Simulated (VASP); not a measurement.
# Ti (Im-3m) in VASP: a series of runs

The runs below take Ti through single point, with PBE.

Everything below comes from runs of VASP 6.6.1. Logs are shortened: lines on timing, memory, paths and dates and some standing lists are left out, and cuts for length are marked.

### Step 1. The cell of the first run

Symmetry: Im-3m, No. 229, cubic system. The conventional cell has a = 3.047 Å, b = 3.047 Å, c = 3.047 Å, α = 90.00°, β = 90.00°, γ = 90.00°. Within 3.5 Å of Ti (site symmetry m-3m) lie 14 Ti at 2.64 to 3.05 Å.

This isn't the form of Ti at room conditions, which is hcp.

### Step 2. Single point, PBE, collinear spin (14.15 Å³/atom)

INCAR

```
ALGO = Fast ; EDIFF = 1E-6
ENCUT = 520 ; GGA = PE
ISIF = 2 ; ISMEAR = 0
ISPIN = 2 ; LASPH = True
LCHARG = False ; LMAXMIX = 4
LORBIT = 11 ; LREAL = False
LWAVE = False ; MAGMOM = 0.7
NBANDS = 16 ; NELM = 150
NUPDOWN = 0.7 ; PREC = Accurate
SIGMA = 0.15
```

KPOINTS

```
k-points
0
Gamma
  22 22 22
```

POSCAR

```
Ti
1.0
   -1.5235541254      1.5235541254      1.5235541254
    1.5235541254     -1.5235541254      1.5235541254
    1.5235541254      1.5235541254     -1.5235541254
Ti
1
Direct
    0.0000000000      0.0000000000      0.0000000000
```

Potentials or basis: VASP PAW PBE potentials, release 64 (Ti_sv).

The run is started by

```bash
$ cat potpaw_PBE.64/Ti_sv/POTCAR > POTCAR
$ mpirun -np 1 vasp_std > vasp.out
```

OUTCAR:

```text
EDIFF = 1E-6
   ENCUT = 520
   GGA = PE
   ISIF = 2
   ISMEAR = 0
   ISPIN = 2
   LASPH = True
   LORBIT = 11
   LREAL = False
   NELM = 150
   NUPDOWN = 0.7
   PREC = Accurate

 ion  position               nearest neighbor table
   1  0.000  0.000  0.000-

  LATTYP: Found a body centered cubic cell.
 ALAT       =     3.0471082508

  Lattice vectors:

 A1 = (  -1.5235541254,   1.5235541254,   1.5235541254)
 A2 = (   1.5235541254,  -1.5235541254,   1.5235541254)
 A3 = (   1.5235541254,   1.5235541254,  -1.5235541254)

Analysis of symmetry for initial positions (statically):
=====================================================================
 Subroutine PRICEL returns:
 Original cell was already a primitive cell.

 Routine SETGRP: Setting up the symmetry group for a
 body centered cubic supercell.

 Subroutine GETGRP returns: Found 48 space group operations
 (whereof 48 operations were pure point group operations)
 out of a pool of 48 trial point group operations.

The static configuration has the point symmetry O_h .

Analysis of symmetry for dynamics (positions and initial velocities):
=====================================================================
 Subroutine PRICEL returns:
 Original cell was already a primitive cell.

 Routine SETGRP: Setting up the symmetry group for a
 body centered cubic supercell.

 Subroutine GETGRP returns: Found 48 space group operations
 (whereof 48 operations were pure point group operations)
 out of a pool of 48 trial point group operations.

The dynamic configuration has the point symmetry O_h .

Analysis of structural, dynamic, and magnetic symmetry:
=====================================================================
 Subroutine PRICEL returns:
 Original cell was already a primitive cell.

 Routine SETGRP: Setting up the symmetry group for a
 body centered cubic supercell.

 Subroutine GETGRP returns: Found 48 space group operations
 (whereof 48 operations were pure point group operations)
 out of a pool of 48 trial point group operations.

The overall configuration has the point symmetry O_h .

 Subroutine INISYM returns: Found 48 space group operations
 (whereof 48 operations are pure point group operations),
 and found     1 'primitive' translations

----------------------------------------------------------------------------------------

                                     Primitive cell

  volume of cell :      14.1460

  direct lattice vectors                    reciprocal lattice vectors
[... 102 lines left out ...]
   IALGO  =     68    algorithm
   IMIX   =      4    mixing-type and parameters
     AMIX     =   0.40;   BMIX     =  1.00
     AMIX_MAG =   1.60;   BMIX_MAG =  1.00
  volume/ion in A,a.u.               =      14.15        95.46
  Fermi-wavevector in a.u.,A,eV,Ry     =   1.549735  2.928574 32.676809  2.401678
  Thomas-Fermi vector in A             =   2.654499
   LORBIT       =     11    0 simple, 1 ext, 2 COOP (PROOUT), +10 PAW based schemes
   GGA     = PE    functional components
   LHFCALC =     F    Hartree Fock is set to
   AEXX    =    0.0000 exact exchange contribution
   IVDW    =     0    specifies the selected vdW correction
   LEPSILON=     F    determine dielectric tensor
   LRPA    =     F    only Hartree local field effects (RPA)
 spin polarized calculation
 RMM-DIIS sequential band-by-band and
 Gauss-broadening in eV      SIGMA  =   0.15
  energy-cutoff  :      520.00
  volume of cell :       14.15
 maximum number of plane-waves:       394
   NGX =  9   NGY =  9   NGZ =  9

 number of electron      12.0000007 magnetization       0.7000000

 Free energy of the ion-electron system (eV)
  ---------------------------------------------------
  ext. energy  EPLUGINS =         0.00000000
  ---------------------------------------------------
  free energy    TOTEN  =        -7.45268340 eV

  energy without entropy =       -7.43187770  energy(sigma->0) =       -7.44228055

 E-fermi :  10.2727     XC(G=0): -12.4829

 val. band max:       10.5106119102   @ k =  -0.4091  -0.4091   0.1818
 cond. band min:      10.2753843438   @ k =   0.1818   0.1364   0.0909
 fundamental gap:     -0.2352275664
 Fermi energy:        10.5146260244

 spin component 1

 k-point     1 :       0.0000    0.0000    0.0000
  band No.  band energies     occupation
      1     -45.9918      1.00000
      2     -21.5070      1.00000
      3     -21.5070      1.00000
      4     -21.5070      1.00000
      5       3.8094      1.00000
      6      11.2651      0.00000
[... 435 lines left out ...]
      5       5.3133      1.00000
      6      10.6422      0.11444
[... 8 lines left out ...]
     15      35.2231      0.00000
     16      38.7699      0.00000

 [... further k-points ...]

 spin component 2

 k-point     1 :       0.0000    0.0000    0.0000
  band No.  band energies     occupation
      1     -45.5537      1.00000
      2     -21.0735      1.00000
      3     -21.0735      1.00000
      4     -21.0735      1.00000
      5       4.3857      1.00000
      6      11.8624      0.00000
[... 435 lines left out ...]
      5       5.8868      1.00000
      6      11.2359      0.00000
[... 8 lines left out ...]
     15      35.7082      0.00000
     16      39.3257      0.00000

 [... further k-points ...]

------------------------ aborting loop because EDIFF is reached ----------------------------------------

  FORCE on cell =-STRESS in cart. coord.  units (eV):
  Direction    XX          YY          ZZ          XY          YZ          ZX
  --------------------------------------------------------------------------------------
  -------------------------------------------------------------------------------------
  Total        2.7111831      2.7111831      2.7111831     -0.0000000     -0.0000000      0.0000000
  in kB      307.0688601    307.0688601    307.0688601     -0.0000000     -0.0000000      0.0000000
  external PRESSURE =     307.0688601 kB  Pullay stress =       0.0000000 kB

 VOLUME and BASIS-vectors are now :
 -----------------------------------------------------------------------------
  energy-cutoff  :      520.00
  volume of cell :       14.15
      direct lattice vectors                 reciprocal lattice vectors
    -1.523554125  1.523554125  1.523554125     0.000000000  0.328180005  0.328180005
     1.523554125 -1.523554125  1.523554125     0.328180005  0.000000000  0.328180005
     1.523554125  1.523554125 -1.523554125     0.328180005  0.328180005  0.000000000

 POSITION                                       TOTAL-FORCE (eV/Angst)
 -----------------------------------------------------------------------------------
      0.00000      0.00000      0.00000        -0.000000      0.000000     -0.000000
 -----------------------------------------------------------------------------------
    total drift:                                0.000000     -0.000000      0.000000

  FREE ENERGIE OF THE ION-ELECTRON SYSTEM (eV)
  ---------------------------------------------------
  free  energy   TOTEN  =        -7.4526834017 eV

  energy  without entropy=       -7.4318777031  energy(sigma->0) =       -7.44228055

 total charge

# of ion       s       p       d       tot
------------------------------------------
    1        2.288   6.148   2.117  10.554

 magnetization (x)

# of ion       s       p       d       tot
------------------------------------------
    1        0.006   0.054   0.460   0.520
```

Wall time 2.3 min (1 thread of Intel Xeon 8259CL, shared host); peak memory 0.22 GiB.

Results:

```
Free energy                                           : -7.4527 eV
Pressure                                              : 30.7 GPa
Net moment                                            : 0.70 μB per cell
Site moments                                          : Ti +0.52 μB
Valence electrons inside the program's atomic spheres : Ti 10.55
```

Caveat: the cell stands under pressure; the total moment is fixed, so each spin has its own Fermi level and the state may be an excited one.

### Step 3. Single point, PBE, collinear spin (18.80 Å³/atom)

This run uses another cell than the first one, of 18.80 Å³/atom.

INCAR

```
PREC = Accurate
ENCUT = 520
EDIFF = 1E-6
ISMEAR = 0
SIGMA = 0.15
LREAL = F
LASPH = T
NELM = 150
ALGO = Normal
ISIF = 2
LWAVE = F
LCHARG = F
ISPIN = 2
MAGMOM = 1
LORBIT = 11
NUPDOWN = 1.0
LMAXMIX = 4
GGA = PE
NBANDS = 16
```

KPOINTS

```
Automatic mesh
0
Gamma
  22 22 22
```

POSCAR

```
Ti
1.0
   -1.6751874744      1.6751874744      1.6751874744
    1.6751874744     -1.6751874744      1.6751874744
    1.6751874744      1.6751874744     -1.6751874744
Ti
1
Direct
    0.0000000000      0.0000000000      0.0000000000
```

Potentials or basis: VASP PAW PBE potentials, release 64 (Ti_sv).

The run is started by

```bash
$ cat potpaw_PBE.64/Ti_sv/POTCAR > POTCAR
$ mpirun -np 1 vasp_std > vasp.out
```

It took 3.9 min on 1 thread of Intel Xeon 8259CL, shared host; peak memory 0.26 GiB.

Results (log left out):

```yaml
Free_energy: -7.6896 eV
Pressure: -6.2 GPa
Net_moment: 1.00 μB per cell
Site_moments: Ti +0.69 μB
Valence_electrons_inside_the_program's_atomic_spheres: Ti 10.18
```

Caveat: the cell stands under tension; the total moment is fixed, so each spin has its own Fermi level and the state may be an excited one.

(Continued in part 2 of 2.)
